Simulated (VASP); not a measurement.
# ScAl (Pm-3m) in VASP: further runs

Runs on ScAl. Level: r2SCAN. Tasks: single point, relaxation of cell and atoms.

Everything below comes from runs of VASP 6.6.1. Logs are shortened: lines on timing, memory, paths and dates and some standing lists are left out, and cuts for length are marked.

### 1 The cell of the first run

Symmetry: Pm-3m, No. 221, cubic system. Conventional cell: a = 3.571 Å, b = 3.571 Å, c = 3.571 Å, α = 90.00°, β = 90.00°, γ = 90.00°. Sc (site symmetry m-3m) has 8 Al at 3.09 Å and 6 Sc at 3.57 Å within 4.1 Å. Within 4.1 Å of Al (site symmetry m-3m) lie 8 Sc at 3.09 Å and 6 Al at 3.57 Å.

### 2 Single point, r2SCAN (equal strain along all axes, cell held: +6.0 %)

POSCAR reads:

```
ScAl
1.0
    3.5712408440      0.0000000000      0.0000000000
    0.0000000000      3.5712408440      0.0000000000
    0.0000000000      0.0000000000      3.5712408440
Sc Al
1 1
Direct
    0.5000000000      0.5000000000      0.5000000000
    0.0000000000      0.0000000000      0.0000000000
```

INCAR.step1 reads:

```
PREC = Accurate ; ENCUT = 520
ISMEAR = 0 ; SIGMA = 0.1
LREAL = False ; LASPH = True
NELM = 100 ; NBANDS = 14
GGA = PE ; ALGO = Normal
EDIFF = 1E-4 ; LWAVE = True
LCHARG = False
```

INCAR.step2 reads:

```
PREC = Accurate ; ENCUT = 520
EDIFF = 1E-6 ; ISMEAR = 0
SIGMA = 0.1 ; LREAL = False
LASPH = True ; NELM = 100
ALGO = Normal ; ISIF = 2
LWAVE = False ; LCHARG = False
METAGGA = R2SCAN ; LMIXTAU = True
NBANDS = 14 ; ISTART = 1
```

KPOINTS reads:

```
regular mesh
0
Gamma
  16 16 16
```

Potentials or basis: VASP PAW PBE potentials, release 64 (Sc_sv, Al).

Started as:

```console
$ cat potpaw_PBE.64/Sc_sv/POTCAR potpaw_PBE.64/Al/POTCAR > POTCAR
$ cp INCAR.step1 INCAR
$ mpirun -np 1 vasp_std > vasp.out
$ cp INCAR.step2 INCAR
$ mpirun -np 1 vasp_std > vasp.out
```

OUTCAR:

```text
PREC = Accurate
   ENCUT = 520
   EDIFF = 1E-6
   ISMEAR = 0
   LREAL = False
   LASPH = True
   NELM = 100
   ISIF = 2
   METAGGA = R2SCAN
   ISTART = 1

 ion  position               nearest neighbor table
   1  0.500  0.500  0.500-   2 3.09   2 3.09   2 3.09   2 3.09   2 3.09   2 3.09   2 3.09   2 3.09

   2  0.000  0.000  0.000-   1 3.09   1 3.09   1 3.09   1 3.09   1 3.09   1 3.09   1 3.09   1 3.09

  LATTYP: Found a simple cubic cell.
 ALAT       =     3.5712408440

  Lattice vectors:

 A1 = (   3.5712408440,   0.0000000000,   0.0000000000)
 A2 = (   0.0000000000,   3.5712408440,   0.0000000000)
 A3 = (   0.0000000000,   0.0000000000,   3.5712408440)

Analysis of symmetry for initial positions (statically):
=====================================================================
 Subroutine PRICEL returns:
 Original cell was already a primitive cell.

 Routine SETGRP: Setting up the symmetry group for a
 simple cubic supercell.

 Subroutine GETGRP returns: Found 48 space group operations
 (whereof 48 operations were pure point group operations)
 out of a pool of 48 trial point group operations.

The static configuration has the point symmetry O_h .

Analysis of symmetry for dynamics (positions and initial velocities):
=====================================================================
 Subroutine PRICEL returns:
 Original cell was already a primitive cell.

 Routine SETGRP: Setting up the symmetry group for a
 simple cubic supercell.

 Subroutine GETGRP returns: Found 48 space group operations
 (whereof 48 operations were pure point group operations)
 out of a pool of 48 trial point group operations.

The dynamic configuration has the point symmetry O_h .

 Subroutine INISYM returns: Found 48 space group operations
 (whereof 48 operations are pure point group operations),
 and found     1 'primitive' translations

----------------------------------------------------------------------------------------

                                     Primitive cell

  volume of cell :      45.5468

  direct lattice vectors                    reciprocal lattice vectors
     3.571240844  0.000000000  0.000000000     0.280014719  0.000000000  0.000000000
     0.000000000  3.571240844  0.000000000     0.000000000  0.280014719  0.000000000
     0.000000000  0.000000000  3.571240844     0.000000000  0.000000000  0.280014719

  length of vectors
     3.571240844  3.571240844  3.571240844     0.280014719  0.280014719  0.280014719

  position of ions in fractional coordinates (direct lattice)
     0.500000000  0.500000000  0.500000000
     0.000000000  0.000000000  0.000000000

  ion indices of the primitive-cell ions
   primitive index   ion index
                 1           1
                 2           2

----------------------------------------------------------------------------------------

 KPOINTS: regular mesh

Automatic generation of k-mesh.
 Grid dimensions read from file:
 generate k-points for:   16   16   16

 Generating k-lattice:

  Cartesian coordinates                     Fractional coordinates (reciprocal lattice)
     0.017500920  0.000000000  0.000000000     0.062500000  0.000000000  0.000000000
     0.000000000  0.017500920  0.000000000     0.000000000  0.062500000  0.000000000
     0.000000000  0.000000000  0.017500920     0.000000000  0.000000000  0.062500000

  Length of vectors
     0.017500920  0.017500920  0.017500920

  Shift w.r.t. Gamma in fractional coordinates (k-lattice)
     0.000000000  0.000000000  0.000000000

 Subroutine IBZKPT returns following result:
 ===========================================

 Found    165 irreducible k-points:

 Following reciprocal coordinates:
            Coordinates               Weight
  0.000000  0.000000  0.000000      1.000000
  0.062500  0.000000  0.000000      6.000000
  0.125000  0.000000  0.000000      6.000000
  0.187500  0.000000  0.000000      6.000000
  0.250000  0.000000  0.000000      6.000000
  0.312500  0.000000  0.000000      6.000000
[... 16 lines left out ...]
  0.437500  0.125000  0.000000     24.000000
  0.500000  0.125000  0.000000     12.000000
 [... further k-points ...]
   k-points           NKPTS =    165   k-points in BZ     NKDIM =    165   number of bands    NBANDS=     14
   number of dos      NEDOS =    301   number of ions     NIONS =      2
   total plane-waves  NPLWV =  21952
   dimension x,y,z NGX =    28 NGY =   28 NGZ =   28
   dimension x,y,z NGXF=    56 NGYF=   56 NGZF=   56
   ions per type =               1   1
   NGX,Y,Z   is equivalent  to a cutoff of  13.03, 13.03, 13.03 a.u.
   NGXF,Y,Z  is equivalent  to a cutoff of  26.07, 26.07, 26.07 a.u.
 SYSTEM =  unknown system
   PREC   = accura    normal or accurate (medium, high low for compatibility)
   ISTART =      1    job   : 0-new  1-cont  2-samecut
   ICHARG =      0    charge: 1-file 2-atom 10-const
   ISPIN  =      1    spin polarized calculation?
   LNONCOLLINEAR =      F non collinear calculations
   LSORBIT =      F    spin-orbit coupling
   LASPH  =      T    aspherical Exc in radial PAW
   ENCUT  =  520.0 eV  38.22 Ry    6.18 a.u.   6.64  6.64  6.64*2*pi/ulx,y,z
   NELM   =    100;   NELMIN=  2; NELMDL=  0     # of ELM steps
   EDIFF  = 0.1E-05   stopping-criterion for ELM
   LREAL  =      F    real-space projection
   EDIFFG = 0.1E-04   stopping-criterion for IOM
   NSW    =      0    number of steps for IOM
   IBRION =     -1    ionic relax: 0-MD 1-quasi-New 2-CG
   NFREE  =      0    steps in history (QN), initial steepest desc. (CG)
   ISIF   =      2    stress and relaxation
   ISYM   =      2    0-nonsym 1-usesym 2-fastsym
   POTIM  = 0.5000    time-step for ionic-motion
   TEBEG  =    0.0;   TEEND  =   0.0 temperature during run
   PSTRESS=    0.0 pullay stress
   NELECT =      14.0000    total number of electrons
   NUPDOWN=      -1.0000    fix difference up-down
   EMIN   =  10.00;   EMAX   =-10.00  energy-range for DOS
   EFERMI =   0.00;   METHOD = LEGACY
   ISMEAR =     0;   SIGMA  =   0.10  broadening in eV -4-tet -1-fermi 0-gaus
   EFERMI_NEDOS =   21; number of points for ismear=-14 and -15
   IALGO  =     38    algorithm
   IMIX   =      4    mixing-type and parameters
     AMIX     =   0.40;   BMIX     =  1.00
     AMIX_MAG =   1.60;   BMIX_MAG =  1.00
  volume/ion in A,a.u.               =      22.77       153.68
  Fermi-wavevector in a.u.,A,eV,Ry     =   1.104837  2.087840 16.608165  1.220666
  Thomas-Fermi vector in A             =   2.241316
   LORBIT       =      0    0 simple, 1 ext, 2 COOP (PROOUT), +10 PAW based schemes
   METAGGA = R2SCAN    functional components
   LHFCALC =     F    Hartree Fock is set to
   AEXX    =    0.0000 exact exchange contribution
   IVDW    =     0    specifies the selected vdW correction
   LEPSILON=     F    determine dielectric tensor
   LRPA    =     F    only Hartree local field effects (RPA)
 non-spin polarized calculation
 Gauss-broadening in eV      SIGMA  =   0.10
  energy-cutoff  :      520.00
  volume of cell :       45.55
 maximum number of plane-waves:      1247
 NGX is ok and might be reduce to    28
   NGX = 13   NGY = 13   NGZ = 13

 number of electron      14.0000002 magnetization

 Free energy of the ion-electron system (eV)
  ---------------------------------------------------
  ext. energy  EPLUGINS =         0.00000000
  ---------------------------------------------------
  free energy    TOTEN  =       -18.80586699 eV

  energy without entropy =      -18.80058919  energy(sigma->0) =      -18.80322809

 E-fermi :   4.8754     XC(G=0): -10.3107

 val. band max:        4.8715854317   @ k =   0.3750   0.1250   0.0000
 cond. band min:       4.8824708020   @ k =   0.3125   0.0625   0.0000
 fundamental gap:      0.0108853703
 Fermi energy:         4.8754496830

 k-point     1 :       0.0000    0.0000    0.0000
  band No.  band energies     occupation
      1     -47.2871      2.00000
      2     -24.8913      2.00000
      3     -24.8913      2.00000
      4     -24.8913      2.00000
      5      -3.4830      2.00000
      6       4.4103      2.00000
      7       4.4103      2.00000
      8       7.2840      0.00000
      9       7.2840      0.00000
     10       7.2840      0.00000
     11       8.0624      0.00000
     12       8.0624      0.00000
     13       8.0624      0.00000
     14      12.7821      0.00000

 k-point     2 :       0.0625    0.0000    0.0000
  band No.  band energies     occupation
      1     -47.2869      2.00000
      2     -24.8950      2.00000
      3     -24.8910      2.00000
      4     -24.8910      2.00000
      5      -3.4322      2.00000
      6       4.3385      2.00000
      7       4.4355      2.00000
      8       7.0911      0.00000
      9       7.0911      0.00000
     10       7.2905      0.00000
     11       7.8906      0.00000
     12       8.2933      0.00000
     13       8.2933      0.00000
     14      12.8145      0.00000

 k-point     3 :       0.1250    0.0000    0.0000
  band No.  band energies     occupation
      1     -47.2861      2.00000
      2     -24.9055      2.00000
      3     -24.8900      2.00000
      4     -24.8900      2.00000
      5      -3.2806      2.00000
      6       4.0892      2.00000
      7       4.5089      2.00000
      8       6.7579      0.00000
      9       6.7579      0.00000
     10       7.3092      0.00000
     11       7.5704      0.00000
     12       8.7424      0.00000
     13       8.7424      0.00000
     14      12.5203      0.00000
[... 324 lines left out ...]
 k-point    23 :       0.4375    0.1250    0.0000
  band No.  band energies     occupation
      1     -47.2796      2.00000
      2     -24.9821      2.00000
      3     -24.8966      2.00000
      4     -24.8819      2.00000
      5      -1.1302      2.00000
      6       0.9149      2.00000
      7       5.0528      0.01212
      8       5.3931      0.00000
      9       5.7354      0.00000
     10       7.2387      0.00000
     11       8.0352      0.00000
     12      10.2984      0.00000
     13      11.5696      0.00000
     14      11.8395      0.00000

 k-point    24 :       0.5000    0.1250    0.0000
  band No.  band energies     occupation
      1     -47.2794      2.00000
      2     -24.9858      2.00000
      3     -24.8963      2.00000
      4     -24.8815      2.00000
      5      -0.8708      2.00000
      6       0.5940      2.00000
      7       5.1974      0.00001
      8       5.2586      0.00000
      9       5.7026      0.00000
     10       7.2489      0.00000
     11       8.0953      0.00000
     12      10.4554      0.00000
     13      11.6772      0.00000
     14      12.0511      0.00000

 [... further k-points ...]

------------------------ aborting loop because EDIFF is reached ----------------------------------------

  FORCE on cell =-STRESS in cart. coord.  units (eV):
  Direction    XX          YY          ZZ          XY          YZ          ZX
  --------------------------------------------------------------------------------------
  -------------------------------------------------------------------------------------
  Total       -2.8240281     -2.8240281     -2.8240281     -0.0000000     -0.0000000      0.0000000
  in kB      -99.3395487    -99.3395487    -99.3395487     -0.0000000     -0.0000000      0.0000000
  external PRESSURE =     -99.3395487 kB  Pullay stress =       0.0000000 kB

 VOLUME and BASIS-vectors are now :
 -----------------------------------------------------------------------------
  energy-cutoff  :      520.00
  volume of cell :       45.55
      direct lattice vectors                 reciprocal lattice vectors
     3.571240844  0.000000000  0.000000000     0.280014719  0.000000000  0.000000000
     0.000000000  3.571240844  0.000000000     0.000000000  0.280014719  0.000000000
     0.000000000  0.000000000  3.571240844     0.000000000  0.000000000  0.280014719

 POSITION                                       TOTAL-FORCE (eV/Angst)
 -----------------------------------------------------------------------------------
      1.78562      1.78562      1.78562         0.000000      0.000000      0.000000
      0.00000      0.00000      0.00000         0.000000      0.000000      0.000000
 -----------------------------------------------------------------------------------
    total drift:                                0.000000      0.000000      0.000000

  FREE ENERGIE OF THE ION-ELECTRON SYSTEM (eV)
  ---------------------------------------------------
  free  energy   TOTEN  =       -18.8058669918 eV

  energy  without entropy=      -18.8005891933  energy(sigma->0) =      -18.80322809
```

Wall time 1.9 min (1 thread of Intel Xeon 6975P-C (Granite Rapids), shared host); peak memory 0.24 GiB.

Results:

- Free energy: -18.8059 eV
- Pressure: -9.9 GPa
- Band gap on the k mesh: zero (bands 7 and 8 overlap by 1.46 eV)

Levels at points of the mesh, in eV from the Fermi level:
| k point | band 3 | band 4 | band 5 | band 6 | band 7 | band 8 | band 9 | band 10 | band 11 | band 12 |
| --- | --- | --- | --- | --- | --- | --- | --- | --- | --- | --- |
| (0.00, 0.00, 0.00) | -29.77 | -29.77 | -8.36 | -0.47 | -0.47 | 2.41 | 2.41 | 2.41 | 3.19 | 3.19 |
| (0.50, 0.00, 0.00) | -29.76 | -29.76 | -5.87 | -4.49 | 0.34 | 0.74 | 0.74 | 2.59 | 3.23 | 5.98 |
| (0.50, 0.50, 0.00) | -29.85 | -29.75 | -4.65 | -2.09 | -2.09 | -0.80 | 1.46 | 1.46 | 3.14 | 4.01 |
| (0.50, 0.50, 0.50) | -29.84 | -29.84 | -2.33 | -2.33 | -2.33 | -1.09 | 2.43 | 2.43 | 2.43 | 3.20 |

Caveat: the cell differs from its parent crystal (equal strain along all axes, cell held: +6.0 %); the cell stands under tension; the PAW data sets were made with another functional, which shifts forces and pressure a little.

### 3 Relaxation of cell and atoms, r2SCAN

This run uses another cell than the first one, of 19.14 Å³/atom.

POSCAR reads:

```
ScAl
1.0
    3.3703489700      0.0000000000      0.0000000000
    0.0000000000      3.3703489700      0.0000000000
    0.0000000000      0.0000000000      3.3703489700
Sc Al
1 1
Direct
    0.5000000000      0.5000000000      0.5000000000
    0.0000000000      0.0000000000      0.0000000000
```

INCAR.step1 reads:

```
SYSTEM = ScAl
ALGO = Normal ; EDIFF = 1E-4
ENCUT = 600 ; GGA = PE
ISMEAR = 0 ; LASPH = .True.
LCHARG = .False. ; LREAL = .False.
LWAVE = .True. ; NELM = 80
PREC = Accurate ; SIGMA = 0.1
```

INCAR.step2 reads:

```
SYSTEM = ScAl
ALGO = Normal ; EDIFF = 1E-6
EDIFFG = -0.005 ; ENCUT = 600
IBRION = 2 ; ISIF = 3
ISMEAR = 0 ; ISTART = 1
LASPH = .True. ; LCHARG = .False.
LMIXTAU = .True. ; LREAL = .False.
LWAVE = .False. ; METAGGA = R2SCAN
NELM = 80 ; NSW = 100
PREC = Accurate ; SIGMA = 0.1
```

KPOINTS reads:

```
k-points
0
Gamma
  12 12 12
  0 0 0
```

Potentials or basis: VASP PAW PBE potentials, release 64 (Sc_sv, Al).

Started as:

```console
$ cat potpaw_PBE.64/Sc_sv/POTCAR potpaw_PBE.64/Al/POTCAR > POTCAR
$ cp INCAR.step1 INCAR
$ mpirun -np 1 vasp_std > vasp.out
$ cp INCAR.step2 INCAR
$ mpirun -np 1 vasp_std > vasp.out
```

OUTCAR:

```text
SYSTEM = ScAl
   EDIFF = 1E-6
   EDIFFG = -0.005
   ENCUT = 600
   IBRION = 2
   ISIF = 3
   ISMEAR = 0
   ISTART = 1
   LASPH = .True.
   LREAL = .False.
   METAGGA = R2SCAN
   NELM = 80
   NSW = 100
   PREC = Accurate

 ion  position               nearest neighbor table
   1  0.500  0.500  0.500-   2 2.92   2 2.92   2 2.92   2 2.92   2 2.92   2 2.92   2 2.92   2 2.92

   2  0.000  0.000  0.000-   1 2.92   1 2.92   1 2.92   1 2.92   1 2.92   1 2.92   1 2.92   1 2.92

  LATTYP: Found a simple cubic cell.
 ALAT       =     3.3703489700

  Lattice vectors:

 A1 = (   3.3703489700,   0.0000000000,   0.0000000000)
 A2 = (   0.0000000000,   3.3703489700,   0.0000000000)
 A3 = (   0.0000000000,   0.0000000000,   3.3703489700)

Analysis of symmetry for initial positions (statically):
[... 268 lines left out ...]
      3     -23.0861      2.00000
      4     -23.0861      2.00000
      5      -2.9013      2.00000
      6       5.4304      2.00000
      7       5.4304      2.00000
      8       9.0809      0.00000
      9       9.0809      0.00000
     10       9.0809      0.00000
     11       9.9992      0.00000
[... 309 lines left out ...]
 k-point    24 :       0.4167    0.3333    0.0000
  band No.  band energies     occupation
      1     -45.4486      2.00000
      2     -23.2399      2.00000
      3     -23.2028      2.00000
      4     -23.0578      2.00000
      5       0.4923      2.00000
      6       3.1710      2.00000
      7       4.5283      2.00000
      8       6.4117      0.00005
      9       7.6398      0.00000
     10       8.0965      0.00000
     11       9.9832      0.00000

 [... further k-points ...]

------------------------ aborting loop because EDIFF is reached ----------------------------------------

  FORCE on cell =-STRESS in cart. coord.  units (eV):
  Direction    XX          YY          ZZ          XY          YZ          ZX
  --------------------------------------------------------------------------------------
  -------------------------------------------------------------------------------------
  Total        0.0098747      0.0098747      0.0098747     -0.0000000      0.0000000      0.0000000
  in kB        0.4126321      0.4126321      0.4126321     -0.0000000      0.0000000      0.0000000
  external PRESSURE =       0.4126321 kB  Pullay stress =       0.0000000 kB
[... 17 lines left out ...]
  FREE ENERGIE OF THE ION-ELECTRON SYSTEM (eV)
  ---------------------------------------------------
  free  energy   TOTEN  =       -19.0620580959 eV

  energy  without entropy=      -19.0588327815  energy(sigma->0) =      -19.06044544

 reached required accuracy - stopping structural energy minimisation
```

OSZICAR.step1:

```text
N       E                     dE             d eps       ncg     rms          rms(c)
DAV:   1     0.144957657317E+03    0.14496E+03   -0.74217E+03  1896   0.134E+03
DAV:   2    -0.801163282919E+01   -0.15297E+03   -0.15002E+03  2072   0.398E+02
DAV:   3    -0.119495741089E+02   -0.39379E+01   -0.37529E+01  2870   0.838E+01
DAV:   4    -0.120306257354E+02   -0.81052E-01   -0.79641E-01  2974   0.873E+00
DAV:   5    -0.120312946721E+02   -0.66894E-03   -0.66846E-03  2560   0.793E-01    0.732E+00
DAV:   6    -0.109413758950E+02    0.10899E+01   -0.36455E+00  2981   0.251E+01    0.214E+00
DAV:   7    -0.109021066669E+02    0.39269E-01   -0.13991E-01  3121   0.407E+00    0.901E-01
DAV:   8    -0.108905857491E+02    0.11521E-01   -0.16627E-02  2911   0.170E+00    0.248E-01
DAV:   9    -0.108899655013E+02    0.62025E-03   -0.46324E-03  3008   0.917E-01    0.121E-01
DAV:  10    -0.108898988834E+02    0.66618E-04   -0.80777E-04  2969   0.342E-01
   1 F= -.10889899E+02 E0= -.10887969E+02  d E =-.385947E-02
```

Run time: 1.9 min. Hardware: 1 thread of Intel Xeon 6975P-C (Granite Rapids), shared host; peak memory 0.21 GiB.

What came out:

```yaml
Free_energy: -19.0621 eV
Relaxed_volume: 19.17 Å³/atom
Relaxed_cell: a = 3.372 Å, b = 3.372 Å, c = 3.372 Å, α = 90.00°, β = 90.00°, γ = 90.00°
Space_group_after_relaxing_to_0.1_Å: Pm-3m (No. 221)
Energy_gained_by_relaxing: 0.0 meV/atom
Ionic_steps: 3
Pressure_after_relaxing: 0.0 GPa
Band_gap_on_the_k_mesh: zero (bands 7 and 8 overlap by 1.27 eV)
```

Final structure:
```
CELL_PARAMETERS angstrom
3.37202 0.00000 0.00000
0.00000 3.37202 0.00000
0.00000 0.00000 3.37202
ATOMIC_POSITIONS crystal
Sc 0.50000 0.50000 0.50000
Al 0.00000 0.00000 0.00000
```

Caveat: the PAW data sets were made with another functional, which shifts forces and pressure a little.

[end of part 1 of 2]
